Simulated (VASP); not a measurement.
# Ti3Al5 (Pmmm) in VASP: single point with r2SCAN

Aim: the single point of Ti3Al5 with r2SCAN.

Program: VASP 6.6.1. These are calculated values, not measurements. Logs are shortened: lines on timing, memory, paths and dates and some standing lists are left out, and cuts for length are marked.

## 1. The cell of the first run

The structure is orthorhombic, space group Pmmm (No. 47). The conventional cell has a = 3.901 Å, b = 4.014 Å, c = 8.083 Å, α = 90.00°, β = 90.00°, γ = 90.00°. Ti (site symmetry mm2) has 10 Al at 2.72 to 2.94 Å and 2 Ti at 2.90 Å within 3.6 Å. Within 3.7 Å of Ti (site symmetry mmm) lie 8 Al at 2.80 Å and 4 Ti at 2.90 Å. Al (site symmetry mmm) has 4 Al at 2.76 Å and 8 Ti at 2.80 to 2.94 Å within 3.6 Å. Within 3.6 Å of Al (site symmetry mmm) lie 4 Ti at 2.76 Å and 8 Al at 2.80 to 2.85 Å. Within 3.6 Å of Al (site symmetry mmm) lie 4 Ti at 2.72 Å and 8 Al at 2.80 to 2.89 Å. Within 3.6 Å of Al (site symmetry mm2) lie 6 Al at 2.76 to 2.89 Å and 6 Ti at 2.80 Å.

## 2. Single point, r2SCAN

The input, POSCAR:

```
Ti3Al5
1.0
    3.9010137800      0.0000000000      0.0000000000
    0.0000000000      4.0139389400      0.0000000000
    0.0000000000      0.0000000000      8.0832905000
Ti Al
3 5
Direct
    0.0000000000      0.5000000000      0.2650652300
    0.0000000000      0.5000000000      0.7349347700
    0.5000000000      0.5000000000      0.0000000000
    0.0000000000      0.0000000000      0.0000000000
    0.0000000000      0.0000000000      0.5000000000
    0.5000000000      0.5000000000      0.5000000000
    0.5000000000      0.0000000000      0.2422336800
    0.5000000000      0.0000000000      0.7577663200
```

The input, INCAR.step1:

```
SYSTEM = Ti3Al5
ALGO = Normal ; EDIFF = 1E-4
ENCUT = 520 ; GGA = PE
ISMEAR = 0 ; LASPH = .TRUE.
LCHARG = .FALSE. ; LREAL = .FALSE.
LWAVE = .TRUE. ; NBANDS = 36
NELM = 60 ; PREC = Accurate
SIGMA = 0.1
```

The input, INCAR.step2:

```
SYSTEM = Ti3Al5
ALGO = Normal ; EDIFF = 1E-7
ENCUT = 520 ; ISIF = 2
ISMEAR = 0 ; ISTART = 1
LASPH = .TRUE. ; LCHARG = .FALSE.
LMIXTAU = .TRUE. ; LREAL = .FALSE.
LWAVE = .FALSE. ; METAGGA = R2SCAN
NBANDS = 36 ; NELM = 60
PREC = Accurate ; SIGMA = 0.1
```

The input, KPOINTS:

```
k-points
0
G
  6 4 2
  0 0 0
```

Potentials or basis: VASP PAW PBE potentials, release 64 (Ti_sv, Al).

Run with:

```console
cat potpaw_PBE.64/Ti_sv/POTCAR potpaw_PBE.64/Al/POTCAR > POTCAR
cp INCAR.step1 INCAR
mpirun -np 1 vasp_std > vasp.out
cp INCAR.step2 INCAR
mpirun -np 1 vasp_std > vasp.out
```

OUTCAR:

```text
SYSTEM = Ti3Al5
   EDIFF = 1E-7
   ENCUT = 520
   ISIF = 2
   ISMEAR = 0
   ISTART = 1
   LASPH = .TRUE.
   LREAL = .FALSE.
   METAGGA = R2SCAN
   NELM = 60
   PREC = Accurate

 ion  position               nearest neighbor table
   1  0.000  0.500  0.265-   6 2.72   6 2.72   5 2.76   5 2.76   7 2.80   7 2.80   7 2.80   7 2.80
                             3 2.90   3 2.90   4 2.94   4 2.94
   2  0.000  0.500  0.735-   6 2.72   6 2.72   5 2.76   5 2.76   8 2.80   8 2.80   8 2.80   8 2.80
                             3 2.90   3 2.90   4 2.94   4 2.94
   3  0.500  0.500  0.000-   4 2.80   4 2.80   4 2.80   4 2.80   7 2.80   8 2.80   8 2.80   7 2.80
                             1 2.90   2 2.90   1 2.90   2 2.90
   4  0.000  0.000  0.000-   7 2.76   8 2.76   7 2.76   8 2.76   3 2.80   3 2.80   3 2.80   3 2.80
                             1 2.94   1 2.94   2 2.94   2 2.94
   5  0.000  0.000  0.500-   1 2.76   2 2.76   1 2.76   2 2.76   6 2.80   6 2.80   6 2.80   6 2.80
                             8 2.85   7 2.85   8 2.85   7 2.85
   6  0.500  0.500  0.500-   1 2.72   2 2.72   1 2.72   2 2.72   5 2.80   5 2.80   5 2.80   5 2.80
                             8 2.89   7 2.89   7 2.89   8 2.89
   7  0.500  0.000  0.242-   4 2.76   4 2.76   3 2.80   3 2.80   1 2.80   1 2.80   1 2.80   1 2.80
                             5 2.85   5 2.85   6 2.89   6 2.89
   8  0.500  0.000  0.758-   4 2.76   4 2.76   3 2.80   3 2.80   2 2.80   2 2.80   2 2.80   2 2.80
                             5 2.85   5 2.85   6 2.89   6 2.89

  LATTYP: Found a simple orthorhombic cell.
 ALAT       =     3.9010137800
 B/A-ratio  =     1.0289476445
 C/A-ratio  =     2.0720999606

  Lattice vectors:

 A1 = (   3.9010137800,   0.0000000000,   0.0000000000)
 A2 = (   0.0000000000,   4.0139389400,   0.0000000000)
 A3 = (   0.0000000000,   0.0000000000,   8.0832905000)

Analysis of symmetry for initial positions (statically):
=====================================================================
 Subroutine PRICEL returns:
 Original cell was already a primitive cell.

 Routine SETGRP: Setting up the symmetry group for a
 simple orthorhombic supercell.

 Subroutine GETGRP returns: Found  8 space group operations
 (whereof  8 operations were pure point group operations)
 out of a pool of  8 trial point group operations.

The static configuration has the point symmetry D_2h.

Analysis of symmetry for dynamics (positions and initial velocities):
=====================================================================
 Subroutine PRICEL returns:
 Original cell was already a primitive cell.

 Routine SETGRP: Setting up the symmetry group for a
 simple orthorhombic supercell.

 Subroutine GETGRP returns: Found  8 space group operations
 (whereof  8 operations were pure point group operations)
 out of a pool of  8 trial point group operations.

The dynamic configuration has the point symmetry D_2h.

 Subroutine INISYM returns: Found  8 space group operations
 (whereof  8 operations are pure point group operations),
 and found     1 'primitive' translations

----------------------------------------------------------------------------------------

                                     Primitive cell

  volume of cell :     126.5716

  direct lattice vectors                    reciprocal lattice vectors
     3.901013780  0.000000000  0.000000000     0.256343622  0.000000000  0.000000000
     0.000000000  4.013938940  0.000000000     0.000000000  0.249131842  0.000000000
     0.000000000  0.000000000  8.083290500     0.000000000  0.000000000  0.123711996

  length of vectors
     3.901013780  4.013938940  8.083290500     0.256343622  0.249131842  0.123711996

  position of ions in fractional coordinates (direct lattice)
     0.000000000  0.500000000  0.265065230
     0.000000000  0.500000000  0.734934770
     0.500000000  0.500000000  0.000000000
     0.000000000  0.000000000  0.000000000
     0.000000000  0.000000000  0.500000000
     0.500000000  0.500000000  0.500000000
     0.500000000  0.000000000  0.242233680
     0.500000000  0.000000000  0.757766320

  ion indices of the primitive-cell ions
   primitive index   ion index
                 1           1
                 2           2
                 3           3
                 4           4
                 5           5
                 6           6
                 7           7
                 8           8

----------------------------------------------------------------------------------------

 KPOINTS: k-points

Automatic generation of k-mesh.
 Grid dimensions read from file:
 generate k-points for:    6    4    2

 Generating k-lattice:

  Cartesian coordinates                     Fractional coordinates (reciprocal lattice)
     0.042723937  0.000000000  0.000000000     0.166666667  0.000000000  0.000000000
     0.000000000  0.062282960  0.000000000     0.000000000  0.250000000  0.000000000
     0.000000000  0.000000000  0.061855998     0.000000000  0.000000000  0.500000000

  Length of vectors
     0.042723937  0.062282960  0.061855998

  Shift w.r.t. Gamma in fractional coordinates (k-lattice)
     0.000000000  0.000000000  0.000000000

 Subroutine IBZKPT returns following result:
 ===========================================

 Found     24 irreducible k-points:

 Following reciprocal coordinates:
            Coordinates               Weight
  0.000000  0.000000  0.000000      1.000000
  0.166667  0.000000  0.000000      2.000000
  0.333333  0.000000  0.000000      2.000000
  0.500000  0.000000  0.000000      1.000000
  0.000000  0.250000  0.000000      2.000000
  0.166667  0.250000  0.000000      4.000000
[... 16 lines left out ...]
  0.333333  0.500000  0.500000      2.000000
  0.500000  0.500000  0.500000      1.000000
   k-points           NKPTS =     24   k-points in BZ     NKDIM =     24   number of bands    NBANDS=     36
   number of dos      NEDOS =    301   number of ions     NIONS =      8
   total plane-waves  NPLWV =  54000
   dimension x,y,z NGX =    30 NGY =   30 NGZ =   60
   dimension x,y,z NGXF=    60 NGYF=   60 NGZF=  120
   ions per type =               3   5
   NGX,Y,Z   is equivalent  to a cutoff of  12.78, 12.43, 12.34 a.u.
   NGXF,Y,Z  is equivalent  to a cutoff of  25.57, 24.85, 24.68 a.u.
 SYSTEM =  Ti3Al5
   PREC   = accura    normal or accurate (medium, high low for compatibility)
   ISTART =      1    job   : 0-new  1-cont  2-samecut
   ICHARG =      0    charge: 1-file 2-atom 10-const
   ISPIN  =      1    spin polarized calculation?
   LNONCOLLINEAR =      F non collinear calculations
   LSORBIT =      F    spin-orbit coupling
   LASPH  =      T    aspherical Exc in radial PAW
   ENCUT  =  520.0 eV  38.22 Ry    6.18 a.u.   7.25  7.46 15.03*2*pi/ulx,y,z
   NELM   =     60;   NELMIN=  2; NELMDL=  0     # of ELM steps
   EDIFF  = 0.1E-06   stopping-criterion for ELM
   LREAL  =      F    real-space projection
   EDIFFG = 0.1E-05   stopping-criterion for IOM
   NSW    =      0    number of steps for IOM
   IBRION =     -1    ionic relax: 0-MD 1-quasi-New 2-CG
   NFREE  =      0    steps in history (QN), initial steepest desc. (CG)
   ISIF   =      2    stress and relaxation
   ISYM   =      2    0-nonsym 1-usesym 2-fastsym
   POTIM  = 0.5000    time-step for ionic-motion
   TEBEG  =    0.0;   TEEND  =   0.0 temperature during run
   PSTRESS=    0.0 pullay stress
   NELECT =      51.0000    total number of electrons
   NUPDOWN=      -1.0000    fix difference up-down
   EMIN   =  10.00;   EMAX   =-10.00  energy-range for DOS
   EFERMI =   0.00;   METHOD = LEGACY
   ISMEAR =     0;   SIGMA  =   0.10  broadening in eV -4-tet -1-fermi 0-gaus
   EFERMI_NEDOS =   21; number of points for ismear=-14 and -15
   IALGO  =     38    algorithm
   IMIX   =      4    mixing-type and parameters
     AMIX     =   0.40;   BMIX     =  1.00
     AMIX_MAG =   1.60;   BMIX_MAG =  1.00
  volume/ion in A,a.u.               =      15.82       106.77
  Fermi-wavevector in a.u.,A,eV,Ry     =   1.209166  2.284993 19.892853  1.462083
  Thomas-Fermi vector in A             =   2.344752
   LORBIT       =      0    0 simple, 1 ext, 2 COOP (PROOUT), +10 PAW based schemes
   METAGGA = R2SCAN    functional components
   LHFCALC =     F    Hartree Fock is set to
   AEXX    =    0.0000 exact exchange contribution
   IVDW    =     0    specifies the selected vdW correction
   LEPSILON=     F    determine dielectric tensor
   LRPA    =     F    only Hartree local field effects (RPA)
 non-spin polarized calculation
 Gauss-broadening in eV      SIGMA  =   0.10
  energy-cutoff  :      520.00
  volume of cell :      126.57
 maximum number of plane-waves:      3430
 NGX is ok and might be reduce to    30
   NGX = 15   NGY = 15   NGZ = 31

 number of electron      51.0000005 magnetization

 Free energy of the ion-electron system (eV)
  ---------------------------------------------------
  ext. energy  EPLUGINS =         0.00000000
  ---------------------------------------------------
  free energy    TOTEN  =       -76.14968965 eV

  energy without entropy =      -76.11465122  energy(sigma->0) =      -76.13217044

 E-fermi :   8.5677     XC(G=0): -11.7298

 val. band max:        8.5535358859   @ k =   0.3333   0.2500   0.0000
 cond. band min:       8.5894957850   @ k =   0.5000   0.2500   0.0000
 fundamental gap:      0.0359598992
 Fermi energy:         8.5676940159

 k-point     1 :       0.0000    0.0000    0.0000
  band No.  band energies     occupation
      1     -50.4498      2.00000
      2     -50.4424      2.00000
      3     -50.2877      2.00000
      4     -25.7951      2.00000
      5     -25.7859      2.00000
      6     -25.7142      2.00000
[... 28 lines left out ...]
     35      12.2930      0.00000
     36      12.3304      0.00000

 k-point     2 :       0.1667    0.0000    0.0000
  band No.  band energies     occupation
      1     -50.4480      2.00000
      2     -50.4422      2.00000
      3     -50.2890      2.00000
      4     -25.7928      2.00000
      5     -25.7855      2.00000
      6     -25.7198      2.00000
[... 28 lines left out ...]
     35      12.0755      0.00000
     36      12.1579      0.00000

 k-point     3 :       0.3333    0.0000    0.0000
  band No.  band energies     occupation
      1     -50.4442      2.00000
      2     -50.4416      2.00000
      3     -50.2918      2.00000
      4     -25.7881      2.00000
      5     -25.7845      2.00000
      6     -25.7492      2.00000
[... 28 lines left out ...]
     35      11.9394      0.00000
     36      12.1537      0.00000

 k-point     4 :       0.5000    0.0000    0.0000
  band No.  band energies     occupation
      1     -50.4423      2.00000
      2     -50.4414      2.00000
      3     -50.2933      2.00000
      4     -25.7857      2.00000
      5     -25.7841      2.00000
      6     -25.7599      2.00000
[... 28 lines left out ...]
     35      12.1466      0.00000
     36      12.2586      0.00000

 k-point     5 :       0.0000    0.2500    0.0000
  band No.  band energies     occupation
      1     -50.4494      2.00000
      2     -50.4421      2.00000
      3     -50.2873      2.00000
      4     -25.8049      2.00000
      5     -25.7946      2.00000
      6     -25.7133      2.00000
[... 655 lines left out ...]
 k-point    22 :       0.1667    0.5000    0.5000
  band No.  band energies     occupation
      1     -50.4465      2.00000
      2     -50.4423      2.00000
      3     -50.2883      2.00000
      4     -25.8097      2.00000
      5     -25.8046      2.00000
      6     -25.7239      2.00000
[... 28 lines left out ...]
     35      11.3403      0.00000
     36      12.0544      0.00000

 k-point    23 :       0.3333    0.5000    0.5000
  band No.  band energies     occupation
      1     -50.4428      2.00000
      2     -50.4418      2.00000
      3     -50.2911      2.00000
      4     -25.8038      2.00000
      5     -25.8031      2.00000
      6     -25.7361      2.00000
[... 28 lines left out ...]
     35      11.0559      0.00000
     36      11.7151      0.00000

 k-point    24 :       0.5000    0.5000    0.5000
  band No.  band energies     occupation
      1     -50.4415      2.00000
      2     -50.4409      2.00000
      3     -50.2926      2.00000
      4     -25.8023      2.00000
      5     -25.8007      2.00000
      6     -25.7460      2.00000
[... 28 lines left out ...]
     35      10.7721      0.00000
     36      11.8556      0.00000

------------------------ aborting loop because EDIFF is reached ----------------------------------------

  FORCE on cell =-STRESS in cart. coord.  units (eV):
  Direction    XX          YY          ZZ          XY          YZ          ZX
  --------------------------------------------------------------------------------------
  -------------------------------------------------------------------------------------
  Total       -0.0976581      0.1820613      0.3678108     -0.0000000      0.0000000      0.0000000
  in kB       -1.2361819      2.3045805      4.6558467     -0.0000000      0.0000000      0.0000000
  external PRESSURE =       1.9080818 kB  Pullay stress =       0.0000000 kB

 VOLUME and BASIS-vectors are now :
 -----------------------------------------------------------------------------
  energy-cutoff  :      520.00
  volume of cell :      126.57
      direct lattice vectors                 reciprocal lattice vectors
     3.901013780  0.000000000  0.000000000     0.256343622  0.000000000  0.000000000
     0.000000000  4.013938940  0.000000000     0.000000000  0.249131842  0.000000000
     0.000000000  0.000000000  8.083290500     0.000000000  0.000000000  0.123711996

 POSITION                                       TOTAL-FORCE (eV/Angst)
 -----------------------------------------------------------------------------------
      0.00000      2.00697      2.14260         0.000000     -0.000000     -0.008281
      0.00000      2.00697      5.94069         0.000000      0.000000      0.008281
      1.95051      2.00697      0.00000         0.000000     -0.000000      0.000000
      0.00000      0.00000      0.00000         0.000000     -0.000000      0.000000
      0.00000      0.00000      4.04165         0.000000     -0.000000      0.000000
      1.95051      2.00697      4.04165         0.000000     -0.000000      0.000000
      1.95051      0.00000      1.95805        -0.000000     -0.000000      0.024603
      1.95051      0.00000      6.12525         0.000000     -0.000000     -0.024603
 -----------------------------------------------------------------------------------
    total drift:                                0.000000      0.000000     -0.000000

  FREE ENERGIE OF THE ION-ELECTRON SYSTEM (eV)
  ---------------------------------------------------
  free  energy   TOTEN  =       -76.1496896519 eV

  energy  without entropy=      -76.1146512192  energy(sigma->0) =      -76.13217044
```

Wall time 6.3 min (1 thread of Intel Xeon Platinum 8259CL at 2.50GHz (Skylake/Cascade Lake), shared host); peak memory 0.28 GiB.

What came out:

| Property | Result |
| --- | --- |
| Free energy | -76.1497 eV |
| Pressure | 0.2 GPa |
| Largest force | 0.025 eV/Å |
| Band gap on the k mesh | zero (an odd number of electrons rules out a gap without spin polarisation) |

Forces in eV/Å, atoms in the order of the input:
```
Ti   0.000  0.000 -0.008
Ti   0.000  0.000  0.008
Ti   0.000  0.000  0.000
Al   0.000  0.000  0.000
Al   0.000  0.000  0.000
Al   0.000  0.000  0.000
Al   0.000  0.000  0.025
Al   0.000  0.000 -0.025
```

Caveat: the k points lie up to 0.39 Å⁻¹ apart, too coarse for converged energies and pressures of a metal; the PAW data sets were made with another functional, which shifts forces and pressure a little.
